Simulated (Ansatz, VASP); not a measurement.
## Two plane-wave programs on B

```
CELL_PARAMETERS angstrom
2.14807 0.00000 0.00000
-1.07403 1.86028 0.00000
0.00000 0.00000 2.66449
ATOMIC_POSITIONS crystal
B 0.33333 0.66667 0.00000
B 0.66667 0.33333 0.00000
```

Alike in both runs: task relaxation of cell and atoms; functional PBE; k mesh 12 × 12 × 6; occupations gaussian, width 0.1 eV; no spin polarisation.

|  | VASP | Ansatz |
| --- | --- | --- |
| version | VASP 6.6.1 | Ansatz 0.2.0 |
| potentials or method | VASP PAW PBE potentials, release 64 (B), cutoff 600 eV | scalar-relativistic, plane waves, PAW |
| valence electrons in the cell | 6 | 6 |

VASP gave:

| Property | Result |
| --- | --- |
| gap on the k mesh at the Fermi level, each at its own relaxed structure (eV) | none |
| relaxed volume (Å³/atom) | 7.48 |
| relaxed length of the cell vector where the two differ most in proportion (Å) | 1.894 |

Problem. Which values does Ansatz return?

Solution. gap on the k mesh at the Fermi level, each at its own relaxed structure (eV): none; relaxed volume (Å³/atom): 7.52; relaxed length of the cell vector where the two differ most in proportion (Å): 1.897.

A gap of «none» marks a metal or a gap that the smearing closes.

The k mesh is coarse, so the values compare programs but aren't converged. Noted on VASP's run: the volume moved by over 15 % at a fixed basis, so the end points are rough.
